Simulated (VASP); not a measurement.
# TiPt3 (Pm-3m) in VASP: a series of runs

The runs below take TiPt3 through single point, with PBE, r2SCAN.

Everything below comes from runs of VASP 6.6.1. Logs are shortened: lines on timing, memory, paths and dates and some standing lists are left out, and cuts for length are marked.

## Step 1: The cell of the first run

Symmetry: Pm-3m, No. 221, cubic system. Conventional cell: a = 3.973 Å, b = 3.973 Å, c = 3.973 Å, α = 90.00°, β = 90.00°, γ = 90.00°. Within 3.7 Å of Pt (site symmetry 4/mmm) lie 8 Pt at 2.81 Å and 4 Ti at 2.81 Å. Ti (site symmetry m-3m) has 12 Pt at 2.81 Å within 3.7 Å.

## Step 2: Single point, PBE

File INCAR:

```
PREC = Accurate ; ENCUT = 520
EDIFF = 1E-6 ; ISMEAR = -1
SIGMA = 0.05 ; LREAL = F
LASPH = T ; NELM = 80
ALGO = Normal ; ISIF = 2
LWAVE = F ; LCHARG = F
GGA = PE ; NBANDS = 29
```

File KPOINTS:

```
regular mesh
0
Gamma
  7 7 7
```

File POSCAR:

```
TiPt3
1.0
    3.9734311690      0.0000000000      0.0000000000
    0.0000000000      3.9734311690      0.0000000000
    0.0000000000      0.0000000000      3.9734311690
Pt Ti
3 1
Direct
    0.5000000000      0.5000000000      0.0000000000
    0.5000000000      0.0000000000      0.5000000000
    0.0000000000      0.5000000000      0.5000000000
    0.0000000000      0.0000000000      0.0000000000
```

Potentials or basis: VASP PAW PBE potentials, release 64 (Pt, Ti_sv).

Launch:

```sh
> cat potpaw_PBE.64/Pt/POTCAR potpaw_PBE.64/Ti_sv/POTCAR > POTCAR
> mpirun -np 1 vasp_std > vasp.out
```

OUTCAR:

```text
PREC = Accurate
   ENCUT = 520
   EDIFF = 1E-6
   ISMEAR = -1
   LREAL = F
   LASPH = T
   NELM = 80
   ISIF = 2
   GGA = PE

 ion  position               nearest neighbor table
   1  0.500  0.500  0.000-   2 2.81   3 2.81   4 2.81   2 2.81   3 2.81   2 2.81   4 2.81   2 2.81
                             3 2.81   4 2.81   3 2.81   4 2.81
   2  0.500  0.000  0.500-   1 2.81   3 2.81   4 2.81   1 2.81   4 2.81   1 2.81   3 2.81   1 2.81
                             3 2.81   4 2.81   4 2.81   3 2.81
   3  0.000  0.500  0.500-   1 2.81   2 2.81   4 2.81   1 2.81   4 2.81   2 2.81   4 2.81   4 2.81
                             1 2.81   2 2.81   1 2.81   2 2.81
   4  0.000  0.000  0.000-   1 2.81   2 2.81   3 2.81   2 2.81   3 2.81   1 2.81   3 2.81   3 2.81
                             1 2.81   2 2.81   2 2.81   1 2.81

  LATTYP: Found a simple cubic cell.
 ALAT       =     3.9734311690

  Lattice vectors:

 A1 = (   3.9734311690,   0.0000000000,   0.0000000000)
 A2 = (   0.0000000000,   3.9734311690,   0.0000000000)
 A3 = (   0.0000000000,   0.0000000000,   3.9734311690)

Analysis of symmetry for initial positions (statically):
=====================================================================
 Subroutine PRICEL returns:
 Original cell was already a primitive cell.

 Routine SETGRP: Setting up the symmetry group for a
 simple cubic supercell.

 Subroutine GETGRP returns: Found 48 space group operations
 (whereof 48 operations were pure point group operations)
 out of a pool of 48 trial point group operations.

The static configuration has the point symmetry O_h .

Analysis of symmetry for dynamics (positions and initial velocities):
=====================================================================
 Subroutine PRICEL returns:
 Original cell was already a primitive cell.

 Routine SETGRP: Setting up the symmetry group for a
 simple cubic supercell.

 Subroutine GETGRP returns: Found 48 space group operations
 (whereof 48 operations were pure point group operations)
 out of a pool of 48 trial point group operations.

The dynamic configuration has the point symmetry O_h .

 Subroutine INISYM returns: Found 48 space group operations
 (whereof 48 operations are pure point group operations),
 and found     1 'primitive' translations

----------------------------------------------------------------------------------------

                                     Primitive cell

  volume of cell :      62.7331

  direct lattice vectors                    reciprocal lattice vectors
     3.973431169  0.000000000  0.000000000     0.251671655  0.000000000  0.000000000
     0.000000000  3.973431169  0.000000000     0.000000000  0.251671655  0.000000000
     0.000000000  0.000000000  3.973431169     0.000000000  0.000000000  0.251671655

  length of vectors
     3.973431169  3.973431169  3.973431169     0.251671655  0.251671655  0.251671655

  position of ions in fractional coordinates (direct lattice)
     0.500000000  0.500000000  0.000000000
     0.500000000  0.000000000  0.500000000
     0.000000000  0.500000000  0.500000000
     0.000000000  0.000000000  0.000000000

  ion indices of the primitive-cell ions
   primitive index   ion index
                 1           1
                 2           2
                 3           3
                 4           4

----------------------------------------------------------------------------------------

 KPOINTS: regular mesh

Automatic generation of k-mesh.
 Grid dimensions read from file:
 generate k-points for:    7    7    7

 Generating k-lattice:

  Cartesian coordinates                     Fractional coordinates (reciprocal lattice)
     0.035953094  0.000000000  0.000000000     0.142857143  0.000000000  0.000000000
     0.000000000  0.035953094  0.000000000     0.000000000  0.142857143  0.000000000
     0.000000000  0.000000000  0.035953094     0.000000000  0.000000000  0.142857143

  Length of vectors
     0.035953094  0.035953094  0.035953094

  Shift w.r.t. Gamma in fractional coordinates (k-lattice)
     0.000000000  0.000000000  0.000000000

 Subroutine IBZKPT returns following result:
 ===========================================

 Found     20 irreducible k-points:

 Following reciprocal coordinates:
            Coordinates               Weight
  0.000000  0.000000  0.000000      1.000000
  0.142857  0.000000  0.000000      6.000000
  0.285714  0.000000  0.000000      6.000000
  0.428571  0.000000  0.000000      6.000000
  0.142857  0.142857  0.000000     12.000000
  0.285714  0.142857  0.000000     24.000000
[... 12 lines left out ...]
  0.428571  0.428571  0.285714     24.000000
  0.428571  0.428571  0.428571      8.000000
   k-points           NKPTS =     20   k-points in BZ     NKDIM =     20   number of bands    NBANDS=     29
   number of dos      NEDOS =    301   number of ions     NIONS =      4
   total plane-waves  NPLWV =  27000
   dimension x,y,z NGX =    30 NGY =   30 NGZ =   30
   dimension x,y,z NGXF=    60 NGYF=   60 NGZF=   60
   ions per type =               3   1
   NGX,Y,Z   is equivalent  to a cutoff of  12.55, 12.55, 12.55 a.u.
   NGXF,Y,Z  is equivalent  to a cutoff of  25.10, 25.10, 25.10 a.u.
 SYSTEM =  unknown system
   PREC   = accura    normal or accurate (medium, high low for compatibility)
   ISTART =      0    job   : 0-new  1-cont  2-samecut
   ICHARG =      2    charge: 1-file 2-atom 10-const
   ISPIN  =      1    spin polarized calculation?
   LNONCOLLINEAR =      F non collinear calculations
   LSORBIT =      F    spin-orbit coupling
   LASPH  =      T    aspherical Exc in radial PAW
   ENCUT  =  520.0 eV  38.22 Ry    6.18 a.u.   7.39  7.39  7.39*2*pi/ulx,y,z
   NELM   =     80;   NELMIN=  2; NELMDL= -5     # of ELM steps
   EDIFF  = 0.1E-05   stopping-criterion for ELM
   LREAL  =      F    real-space projection
   EDIFFG = 0.1E-04   stopping-criterion for IOM
   NSW    =      0    number of steps for IOM
   IBRION =     -1    ionic relax: 0-MD 1-quasi-New 2-CG
   NFREE  =      0    steps in history (QN), initial steepest desc. (CG)
   ISIF   =      2    stress and relaxation
   ISYM   =      2    0-nonsym 1-usesym 2-fastsym
   POTIM  = 0.5000    time-step for ionic-motion
   TEBEG  =    0.0;   TEEND  =   0.0 temperature during run
   PSTRESS=    0.0 pullay stress
   NELECT =      42.0000    total number of electrons
   NUPDOWN=      -1.0000    fix difference up-down
   EMIN   =  10.00;   EMAX   =-10.00  energy-range for DOS
   EFERMI =   0.00;   METHOD = LEGACY
   ISMEAR =    -1;   SIGMA  =   0.05  broadening in eV -4-tet -1-fermi 0-gaus
   EFERMI_NEDOS =   21; number of points for ismear=-14 and -15
   IALGO  =     38    algorithm
   IMIX   =      4    mixing-type and parameters
     AMIX     =   0.40;   BMIX     =  1.00
     AMIX_MAG =   1.60;   BMIX_MAG =  1.00
  volume/ion in A,a.u.               =      15.68       105.84
  Fermi-wavevector in a.u.,A,eV,Ry     =   1.432162  2.706394 27.906758  2.051089
  Thomas-Fermi vector in A             =   2.551820
   LORBIT       =      0    0 simple, 1 ext, 2 COOP (PROOUT), +10 PAW based schemes
   GGA     = PE    functional components
   LHFCALC =     F    Hartree Fock is set to
   AEXX    =    0.0000 exact exchange contribution
   IVDW    =     0    specifies the selected vdW correction
   LEPSILON=     F    determine dielectric tensor
   LRPA    =     F    only Hartree local field effects (RPA)
 non-spin polarized calculation
  energy-cutoff  :      520.00
  volume of cell :       62.73
 maximum number of plane-waves:      1743
 NGX is ok and might be reduce to    30
   NGX = 15   NGY = 15   NGZ = 15

 number of electron      42.0000004 magnetization

 Free energy of the ion-electron system (eV)
  ---------------------------------------------------
  ext. energy  EPLUGINS =         0.00000000
  ---------------------------------------------------
  free energy    TOTEN  =       -29.53518302 eV

  energy without entropy =      -29.52223428  energy(sigma->0) =      -29.52870865

 E-fermi :  10.8514     XC(G=0): -12.9460

 val. band max:       10.8372061504   @ k =   0.4286   0.0000   0.0000
 cond. band min:      10.9394274046   @ k =   0.4286   0.1429   0.1429
 fundamental gap:      0.1022212542
 Fermi energy:        10.8514098661

 k-point     1 :       0.0000    0.0000    0.0000
  band No.  band energies     occupation
      1     -47.4011      2.00000
      2     -23.6026      2.00000
      3     -23.6026      2.00000
      4     -23.6026      2.00000
      5       1.1828      2.00000
      6       4.0142      2.00000
[... 21 lines left out ...]
     28      12.6953      0.00000
     29      18.6427      0.00000

 k-point     2 :       0.1429    0.0000    0.0000
  band No.  band energies     occupation
      1     -47.4008      2.00000
      2     -23.6064      2.00000
      3     -23.6031      2.00000
      4     -23.6031      2.00000
      5       1.4378      2.00000
      6       4.1697      2.00000
[... 21 lines left out ...]
     28      14.0300      0.00000
     29      18.2759      0.00000

 k-point     3 :       0.2857    0.0000    0.0000
  band No.  band energies     occupation
      1     -47.4003      2.00000
      2     -23.6152      2.00000
      3     -23.6043      2.00000
      4     -23.6043      2.00000
      5       2.1567      2.00000
      6       4.5020      2.00000
[... 21 lines left out ...]
     28      15.8488      0.00000
     29      17.6345      0.00000

 k-point     4 :       0.4286    0.0000    0.0000
  band No.  band energies     occupation
      1     -47.3999      2.00000
      2     -23.6222      2.00000
      3     -23.6053      2.00000
      4     -23.6053      2.00000
      5       3.0985      2.00000
      6       4.4557      2.00000
[... 469 lines left out ...]
     28      14.3215      0.00000
     29      15.9861      0.00000

 k-point    19 :       0.4286    0.4286    0.2857
  band No.  band energies     occupation
      1     -47.3994      2.00000
      2     -23.6152      2.00000
      3     -23.6141      2.00000
      4     -23.6107      2.00000
      5       4.0128      2.00000
      6       4.3304      2.00000
[... 21 lines left out ...]
     28      13.5847      0.00000
     29      16.3699      0.00000

 k-point    20 :       0.4286    0.4286    0.4286
  band No.  band energies     occupation
      1     -47.3994      2.00000
      2     -23.6135      2.00000
      3     -23.6124      2.00000
      4     -23.6124      2.00000
      5       3.9083      2.00000
      6       4.0827      2.00000
[... 21 lines left out ...]
     28      12.5160      0.00000
     29      16.1273      0.00000

------------------------ aborting loop because EDIFF is reached ----------------------------------------

  FORCE on cell =-STRESS in cart. coord.  units (eV):
  Direction    XX          YY          ZZ          XY          YZ          ZX
  --------------------------------------------------------------------------------------
  -------------------------------------------------------------------------------------
  Total       -1.8488224     -1.8488224     -1.8488224     -0.0000000     -0.0000000      0.0000000
  in kB      -47.2181195    -47.2181195    -47.2181195     -0.0000000     -0.0000000      0.0000000
  external PRESSURE =     -47.2181195 kB  Pullay stress =       0.0000000 kB

 VOLUME and BASIS-vectors are now :
 -----------------------------------------------------------------------------
  energy-cutoff  :      520.00
  volume of cell :       62.73
      direct lattice vectors                 reciprocal lattice vectors
     3.973431169  0.000000000  0.000000000     0.251671655  0.000000000  0.000000000
     0.000000000  3.973431169  0.000000000     0.000000000  0.251671655  0.000000000
     0.000000000  0.000000000  3.973431169     0.000000000  0.000000000  0.251671655

 POSITION                                       TOTAL-FORCE (eV/Angst)
 -----------------------------------------------------------------------------------
      1.98672      1.98672      0.00000         0.000000      0.000000      0.000000
      1.98672      0.00000      1.98672         0.000000      0.000000      0.000000
      0.00000      1.98672      1.98672         0.000000      0.000000      0.000000
      0.00000      0.00000      0.00000         0.000000      0.000000      0.000000
 -----------------------------------------------------------------------------------
    total drift:                                0.000000      0.000000     -0.000000

  FREE ENERGIE OF THE ION-ELECTRON SYSTEM (eV)
  ---------------------------------------------------
  free  energy   TOTEN  =       -29.5351830199 eV

  energy  without entropy=      -29.5222342796  energy(sigma->0) =      -29.52870865
```

Wall time 35 s (1 thread of Intel Xeon Platinum 8259CL at 2.50GHz (Skylake/Cascade Lake), shared host); peak memory 0.18 GiB.

What came out:

* Free energy: -29.5352 eV
* Pressure: -4.7 GPa
* Band gap on the k mesh: zero (bands 21 and 22 overlap by 1.36 eV)

Levels at points of the mesh, in eV from the Fermi level:
```tsv
k point	band 17	band 18	band 19	band 20	band 21	band 22	band 23	band 24	band 25	band 26
(0.00, 0.00, 0.00)	-0.55	-0.02	-0.02	-0.02	1.27	1.27	1.61	1.61	1.61	1.84
```

Caveat: the cell stands under tension; spin-orbit coupling is left out, which moves the levels of the heavy elements.

## Step 3: Single point, PBE

This run uses another cell than the first one, of 14.80 Å³/atom.

File INCAR:

```
SYSTEM = TiPt3
  ALGO = Normal
  EDIFF = 1E-7
  ENCUT = 520
  GGA = PE
  ISIF = 2
  ISMEAR = -1
  LASPH = .True.
  LCHARG = .False.
  LREAL = .False.
  LWAVE = .False.
  NBANDS = 29
  NELM = 100
  PREC = Accurate
  SIGMA = 0.05
```

File KPOINTS:

```
k-points
0
Gamma
  4 4 4
  0 0 0
```

File POSCAR:

```
TiPt3
1.0
    3.8970000000      0.0000000000      0.0000000000
    0.0000000000      3.8970000000      0.0000000000
    0.0000000000      0.0000000000      3.8970000000
Pt Ti
3 1
Direct
    0.5000000000      0.5000000000      0.0000000000
    0.5000000000      0.0000000000      0.5000000000
    0.0000000000      0.5000000000      0.5000000000
    0.0000000000      0.0000000000      0.0000000000
```

Potentials or basis: VASP PAW PBE potentials, release 64 (Pt, Ti_sv).

Launch:

```sh
> cat potpaw_PBE.64/Pt/POTCAR potpaw_PBE.64/Ti_sv/POTCAR > POTCAR
> mpirun -np 1 vasp_std > vasp.out
```

Wall time 27 s (1 thread of AMD EPYC 7R13, shared host); peak memory 0.14 GiB.

Results (log left out):

| Item | Value |
| --- | --- |
| Free energy | -29.5021 eV |
| Pressure | 9.5 GPa |
| Band gap on the k mesh | zero (bands 21 and 22 overlap by 1.87 eV) |

Levels at points of the mesh, in eV from the Fermi level:
| k point | band 18 | band 19 | band 20 | band 21 | band 22 | band 23 | band 24 | band 25 |
| --- | --- | --- | --- | --- | --- | --- | --- | --- |
| (0.00, 0.00, 0.00) | 0.02 | 0.02 | 0.02 | 1.40 | 1.40 | 1.59 | 1.59 | 1.59 |
| (0.50, 0.00, 0.00) | -2.70 | -2.63 | -1.40 | -0.21 | -0.21 | 0.02 | 0.47 | 0.77 |
| (0.50, 0.50, 0.00) | -3.15 | -2.45 | -2.32 | -2.29 | 0.21 | 0.21 | 0.38 | 1.49 |
| (0.50, 0.50, 0.50) | -0.69 | -0.69 | -0.69 | -0.47 | -0.47 | -0.47 | 1.20 | 1.20 |

Caveat: the k points lie up to 0.40 Å⁻¹ apart, too coarse for converged energies and pressures of a metal; spin-orbit coupling is left out, which moves the levels of the heavy elements.

(Continued in part 2 of 2.)
